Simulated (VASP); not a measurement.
# Ho4Pd (F-43m) in VASP: a series of runs, part 2 of 2

VASP 6.6.1. Earlier steps stand in the parts before.

### 3 Single point, PBE, collinear spin

INCAR reads:

```
SYSTEM = Ho4Pd
PREC     = Accurate       ! precision mode
ENCUT    = 500            ! plane-wave cutoff, eV
EDIFF    = 1E-6           ! SCF threshold, eV
ISMEAR   = 0              ! smearing method
SIGMA    = 0.1            ! smearing width, eV
LREAL    = .FALSE.        ! projectors in reciprocal space
LASPH    = .TRUE.         ! aspherical terms in the spheres
NELM     = 200            ! most SCF steps
ALGO     = Normal         ! electronic algorithm
ISIF     = 2              ! what is computed and relaxed
LWAVE    = .FALSE.        ! write WAVECAR
LCHARG   = .FALSE.        ! write CHGCAR
ISPIN    = 2              ! spin polarisation
MAGMOM   = 0 0 0 0 1      ! initial moments
LORBIT   = 11             ! projections on sites
LMAXMIX  = 6              ! l up to which the mixer works
GGA      = PE             ! functional
NBANDS   = 35             ! bands
GGA_COMPAT= .FALSE.
```

KPOINTS reads:

```
Automatic mesh
0
G
  4 4 4
  0 0 0
```

POSCAR reads:

```
Ho4Pd
1.0
    0.0000000000      4.4178229011      4.4178229011
    4.4178229011      0.0000000000      4.4178229011
    4.4178229011      4.4178229011      0.0000000000
Ho Pd
4 1
Direct
    0.1259498574      0.6221504278      0.1259498574
    0.1259498574      0.1259498574      0.1259498574
    0.6221504278      0.1259498574      0.1259498574
    0.1259498574      0.1259498574      0.6221504278
    0.5000000000      0.5000000000      0.5000000000
```

Potentials or basis: VASP PAW PBE potentials, release 64 (Ho_3, Pd), 4f in core.

On the command line:

```sh
$ cat potpaw_PBE.64/Ho_3/POTCAR potpaw_PBE.64/Pd/POTCAR > POTCAR
$ mpirun -np 1 vasp_std > vasp.out
```

OUTCAR:

```text
SYSTEM = Ho4Pd
   PREC = Accurate
   ENCUT = 500
   EDIFF = 1E-6
   ISMEAR = 0
   LREAL = .FALSE.
   LASPH = .TRUE.
   NELM = 200
   ISIF = 2
   ISPIN = 2
   LORBIT = 11
   GGA = PE

 ion  position               nearest neighbor table
   1  0.126  0.622  0.126-   2 3.10   3 3.10   4 3.10   4 3.15   2 3.15   3 3.15
   2  0.126  0.126  0.126-   1 3.10   3 3.10   4 3.10   4 3.15   1 3.15   3 3.15
   3  0.622  0.126  0.126-   1 3.10   2 3.10   4 3.10   2 3.15   4 3.15   1 3.15
   4  0.126  0.126  0.622-   1 3.10   2 3.10   3 3.10   2 3.15   1 3.15   3 3.15
   5  0.500  0.500  0.500-

  LATTYP: Found a face centered cubic cell.
 ALAT       =     8.8356458022

  Lattice vectors:

 A1 = (   0.0000000000,   4.4178229011,   4.4178229011)
 A2 = (   4.4178229011,   0.0000000000,   4.4178229011)
 A3 = (   4.4178229011,   4.4178229011,   0.0000000000)

Analysis of symmetry for initial positions (statically):
=====================================================================
 Subroutine PRICEL returns:
 Original cell was already a primitive cell.

 Routine SETGRP: Setting up the symmetry group for a
 face centered cubic supercell.

 Subroutine GETGRP returns: Found 24 space group operations
 (whereof 24 operations were pure point group operations)
 out of a pool of 48 trial point group operations.

The static configuration has the point symmetry T_d .

Analysis of symmetry for dynamics (positions and initial velocities):
=====================================================================
 Subroutine PRICEL returns:
 Original cell was already a primitive cell.

 Routine SETGRP: Setting up the symmetry group for a
 face centered cubic supercell.

 Subroutine GETGRP returns: Found 24 space group operations
 (whereof 24 operations were pure point group operations)
 out of a pool of 48 trial point group operations.

The dynamic configuration has the point symmetry T_d .

Analysis of structural, dynamic, and magnetic symmetry:
=====================================================================
 Subroutine PRICEL returns:
 Original cell was already a primitive cell.

 Routine SETGRP: Setting up the symmetry group for a
 face centered cubic supercell.

 Subroutine GETGRP returns: Found 24 space group operations
 (whereof 24 operations were pure point group operations)
 out of a pool of 48 trial point group operations.

The overall configuration has the point symmetry T_d .

 Subroutine INISYM returns: Found 24 space group operations
 (whereof 24 operations are pure point group operations),
 and found     1 'primitive' translations

----------------------------------------------------------------------------------------

                                     Primitive cell

  volume of cell :     172.4467

  direct lattice vectors                    reciprocal lattice vectors
     0.000000000  4.417822901  4.417822901    -0.113177918  0.113177918  0.113177918
     4.417822901  0.000000000  4.417822901     0.113177918 -0.113177918  0.113177918
     4.417822901  4.417822901  0.000000000     0.113177918  0.113177918 -0.113177918

  length of vectors
     6.247745063  6.247745063  6.247745063     0.196029905  0.196029905  0.196029905
[... 71 lines left out ...]
   LREAL  =      F    real-space projection
   EDIFFG = 0.1E-04   stopping-criterion for IOM
   NSW    =      0    number of steps for IOM
   IBRION =     -1    ionic relax: 0-MD 1-quasi-New 2-CG
   NFREE  =      0    steps in history (QN), initial steepest desc. (CG)
   ISIF   =      2    stress and relaxation
   ISYM   =      2    0-nonsym 1-usesym 2-fastsym
   POTIM  = 0.5000    time-step for ionic-motion
   TEBEG  =    0.0;   TEEND  =   0.0 temperature during run
   PSTRESS=    0.0 pullay stress
   NELECT =      46.0000    total number of electrons
   NUPDOWN=      -1.0000    fix difference up-down
   EMIN   =  10.00;   EMAX   =-10.00  energy-range for DOS
   EFERMI =   0.00;   METHOD = LEGACY
   ISMEAR =     0;   SIGMA  =   0.10  broadening in eV -4-tet -1-fermi 0-gaus
   EFERMI_NEDOS =   21; number of points for ismear=-14 and -15
   IALGO  =     38    algorithm
   IMIX   =      4    mixing-type and parameters
     AMIX     =   0.40;   BMIX     =  1.00
     AMIX_MAG =   1.60;   BMIX_MAG =  1.00
  volume/ion in A,a.u.               =      34.49       232.75
  Fermi-wavevector in a.u.,A,eV,Ry     =   1.053843  1.991474 15.110420  1.110585
  Thomas-Fermi vector in A             =   2.188980
   LORBIT       =     11    0 simple, 1 ext, 2 COOP (PROOUT), +10 PAW based schemes
   GGA     = PE    functional components
   LHFCALC =     F    Hartree Fock is set to
   AEXX    =    0.0000 exact exchange contribution
   IVDW    =     0    specifies the selected vdW correction
   LEPSILON=     F    determine dielectric tensor
   LRPA    =     F    only Hartree local field effects (RPA)
 spin polarized calculation
 Gauss-broadening in eV      SIGMA  =   0.10
  energy-cutoff  :      500.00
  volume of cell :      172.45
 maximum number of plane-waves:      4398
 NGX is ok and might be reduce to    48

 number of electron      46.0000004 magnetization      -0.0008871

 number of electron      46.0000004 magnetization       0.0006952

 Free energy of the ion-electron system (eV)
  ---------------------------------------------------
  ext. energy  EPLUGINS =         0.00000000
  ---------------------------------------------------
  free energy    TOTEN  =       -18.97281944 eV

  energy without entropy =      -18.93021663  energy(sigma->0) =      -18.95151804

 E-fermi :   2.0975     XC(G=0):  -9.0610

 val. band max:        2.0586407759   @ k =   0.2500   0.2500   0.0000
 cond. band min:       2.1078030190   @ k =   0.2500   0.0000   0.0000
 fundamental gap:      0.0491622431
 Fermi energy:         2.0974936078

 spin component 1

 k-point     1 :       0.0000    0.0000    0.0000
  band No.  band energies     occupation
      1     -22.9565      1.00000
      2     -22.3884      1.00000
      3     -22.3884      1.00000
      4     -22.3884      1.00000
      5     -22.2127      1.00000
      6     -22.2127      1.00000
[... 293 lines left out ...]
     34       5.2393      0.00000
     35       5.3398      0.00000
 Fermi energy:         2.0974936078

 spin component 2

 k-point     1 :       0.0000    0.0000    0.0000
  band No.  band energies     occupation
      1     -22.9565      1.00000
      2     -22.3884      1.00000
      3     -22.3884      1.00000
      4     -22.3884      1.00000
      5     -22.2126      1.00000
      6     -22.2126      1.00000
[... 293 lines left out ...]
     34       5.2204      0.00000
     35       5.3049      0.00000

------------------------ aborting loop because EDIFF is reached ----------------------------------------

  FORCE on cell =-STRESS in cart. coord.  units (eV):
  Direction    XX          YY          ZZ          XY          YZ          ZX
  --------------------------------------------------------------------------------------
  -------------------------------------------------------------------------------------
  Total        0.5300532      0.5300532      0.5300532      0.0000000      0.0000000      0.0000000
  in kB        4.9246471      4.9246471      4.9246471      0.0000000      0.0000000      0.0000000
  external PRESSURE =       4.9246471 kB  Pullay stress =       0.0000000 kB

 VOLUME and BASIS-vectors are now :
 -----------------------------------------------------------------------------
  energy-cutoff  :      500.00
  volume of cell :      172.45
      direct lattice vectors                 reciprocal lattice vectors
     0.000000000  4.417822901  4.417822901    -0.113177918  0.113177918  0.113177918
     4.417822901  0.000000000  4.417822901     0.113177918 -0.113177918  0.113177918
     4.417822901  4.417822901  0.000000000     0.113177918  0.113177918 -0.113177918

 POSITION                                       TOTAL-FORCE (eV/Angst)
 -----------------------------------------------------------------------------------
      3.30497      1.11285      3.30497        -0.012104      0.012104     -0.012104
      1.11285      1.11285      1.11285         0.012104      0.012104      0.012104
      1.11285      3.30497      3.30497         0.012104     -0.012104     -0.012104
      3.30497      3.30497      1.11285        -0.012104     -0.012104      0.012104
      4.41782      4.41782      4.41782        -0.000000      0.000000      0.000000
 -----------------------------------------------------------------------------------
    total drift:                                0.000000      0.000000      0.000000

  FREE ENERGIE OF THE ION-ELECTRON SYSTEM (eV)
  ---------------------------------------------------
  free  energy   TOTEN  =       -18.9728194400 eV

  energy  without entropy=      -18.9302166320  energy(sigma->0) =      -18.95151804

 total charge

# of ion       s       p       d       tot
------------------------------------------
    1        0.551   6.367   1.228   8.146
    2        0.551   6.367   1.228   8.146
    3        0.551   6.367   1.228   8.146
    4        0.551   6.367   1.228   8.146
    5        0.396   0.171   8.469   9.036
--------------------------------------------------
tot          2.602  25.638  13.382  41.622

 magnetization (x)

# of ion       s       p       d       tot
------------------------------------------
    1        0.000   0.000   0.000   0.000
    2        0.000   0.000   0.000   0.000
    3        0.000   0.000   0.000   0.000
    4        0.000   0.000   0.000   0.000
    5        0.000   0.000   0.000   0.000
--------------------------------------------------
tot          0.000   0.000   0.000   0.000
```

Run time: 88 s. Hardware: 1 thread of Intel Xeon 6975P-C (Granite Rapids), shared host; peak memory 0.41 GiB.

What came out:

| Quantity | Value |
| --- | --- |
| Free energy | -18.9728 eV |
| Pressure | 0.5 GPa |
| Largest force | 0.021 eV/Å |
| Band gap on the k mesh | zero (filled and empty bands overlap) |
| Net moment | 0.00 μB per cell |
| Valence electrons inside the program's atomic spheres | Ho 8.15; Pd 9.04 |

Forces in eV/Å, atoms in the order of the input:
```
Ho  -0.012  0.012 -0.012
Ho   0.012  0.012  0.012
Ho   0.012 -0.012 -0.012
Ho  -0.012 -0.012  0.012
Pd   0.000  0.000  0.000
```

Levels at points of the mesh, in eV from the Fermi level:
Spin up:
```csv
k point,band 20,band 21,band 22,band 23,band 24,band 25,band 26,band 27
"(0.00, 0.00, 0.00)",-0.94,-0.94,-0.94,-0.33,-0.33,-0.33,0.47,0.47
"(0.50, 0.00, 0.00)",-1.00,-0.31,-0.31,-0.20,0.62,0.62,0.95,1.08
"(0.50, 0.50, 0.00)",-1.04,-0.17,-0.13,-0.13,0.47,0.47,0.66,0.79
```
Spin down:
```tsv
k point	band 20	band 21	band 22	band 23	band 24	band 25	band 26	band 27
(0.00, 0.00, 0.00)	-0.94	-0.94	-0.94	-0.33	-0.33	-0.33	0.47	0.47
(0.50, 0.00, 0.00)	-1.00	-0.31	-0.31	-0.20	0.62	0.62	0.95	1.08
(0.50, 0.50, 0.00)	-1.04	-0.17	-0.13	-0.13	0.47	0.47	0.66	0.79
```

Caveat: the magnetic or orbital state may not be the lowest; spin-orbit coupling is left out, which moves the levels of the heavy elements; the 4f electrons are frozen in the core, so they carry no moment and show no levels.

### 4 Relaxation of cell and atoms, PBE

INCAR reads:

```
SYSTEM = Ho4Pd
ALGO = Normal ; EDIFF = 1E-7
EDIFFG = -0.01 ; ENCUT = 500
GGA = PE ; GGA_COMPAT = .FALSE.
IBRION = 2 ; ISIF = 3
ISMEAR = 0 ; LASPH = .TRUE.
LCHARG = .FALSE. ; LMAXMIX = 6
LREAL = .FALSE. ; LWAVE = .FALSE.
NELM = 200 ; NELMIN = 4
NSW = 100 ; PREC = Accurate
SIGMA = 0.1
```

KPOINTS reads:

```
k-points
0
G
  8 8 8
  0 0 0
```

POSCAR is that of step 3.

On the command line:

```sh
$ cat potpaw_PBE.64/Ho_3/POTCAR potpaw_PBE.64/Pd/POTCAR > POTCAR
$ mpirun -np 1 vasp_std > vasp.out
```

It took 5.7 min on 1 thread of Intel Xeon 6975P-C (Granite Rapids), shared host; peak memory 0.41 GiB.

The run converged. Its results:

| Item | Value |
| --- | --- |
| Free energy | -18.9908 eV |
| Relaxed volume | 34.86 Å³/atom |
| Relaxed cell | a = 6.270 Å, b = 6.270 Å, c = 6.270 Å, α = 60.00°, β = 60.00°, γ = 60.00° |
| Space group after relaxing (to 0.1 Å) | F-43m (No. 216) |
| Energy gained by relaxing | 0.4 meV/atom |
| Ionic steps | 5 |
| Pressure after relaxing | 0.0 GPa |
| Band gap on the k mesh | zero (bands 23 and 24 overlap by 0.68 eV) |

Forces on the atoms (eV/Å):
```
Ho   0.001 -0.001  0.001
Ho  -0.001 -0.001 -0.001
Ho  -0.001  0.001  0.001
Ho   0.001  0.001 -0.001
Pd   0.000  0.000  0.000
```

The path:
```tsv
step	energy change (eV)	largest force (eV/Å)	pressure (GPa)	volume (Å³)
1	0.0000	0.0731	0.28	172.45
2	-0.0020	0.0047	0.05	173.93
3	-0.0020	0.0145	0.02	174.12
4	-0.0020	0.0162	0.02	174.16
5	-0.0020	0.0021	0.00	174.31
```

Final structure:
```
CELL_PARAMETERS angstrom
0.00000 4.43367 4.43367
4.43367 0.00000 4.43367
4.43367 4.43367 0.00000
ATOMIC_POSITIONS crystal
Ho 0.12617 0.62149 0.12617
Ho 0.12617 0.12617 0.12617
Ho 0.62149 0.12617 0.12617
Ho 0.12617 0.12617 0.62149
Pd 0.50000 0.50000 0.50000
```

Levels at points of the mesh, in eV from the Fermi level:
```csv
k point,band 20,band 21,band 22,band 23,band 24,band 25,band 26,band 27
"(0.00, 0.00, 0.00)",-0.94,-0.94,-0.94,-0.35,-0.35,-0.35,0.45,0.45
"(0.50, 0.00, 0.00)",-1.00,-0.33,-0.33,-0.22,0.59,0.59,0.91,1.06
"(0.50, 0.50, 0.00)",-1.05,-0.19,-0.16,-0.16,0.45,0.45,0.64,0.76
```

Caveat: spin-orbit coupling is left out, which moves the levels of the heavy elements; the 4f electrons are frozen in the core, so they carry no moment and show no levels. Spin polarisation is off, so any magnetic state and its effect on volume and gap are missing.

### 5 Overview

```csv
task,spin,cell,k mesh,gap on the mesh (eV),pressure (GPa),largest force (eV/Å)
single point,off,"a = 6.247 Å, angles 60.0°, 5 atoms",8 × 8 × 8,none,0.3,0.01
single point,collinear,"a = 6.248 Å, angles 60.0°, 5 atoms",4 × 4 × 4,none,0.5,0.02
relaxation of cell and atoms,off,"relaxed from a = 6.248 Å, angles 60.0°, 5 atoms",8 × 8 × 8,none,0.0,-
```

Some of these runs hold the atoms at other places in the same cell, which the table doesn't show; runs alike in all that it shows share one row.

Alike in all rows: level PBE; potentials or basis VASP PAW PBE potentials, release 64 (Ho_3, Pd), 4f in core; cutoff (eV) 500; smearing gaussian 0.1 eV.

Caveats: spin-orbit coupling is left out, which moves the levels of the heavy elements; the 4f electrons are frozen in the core, so they carry no moment and show no levels; the magnetic or orbital state may not be the lowest (at least some runs).

Absolute energies hang on the potentials; compare differences alone.
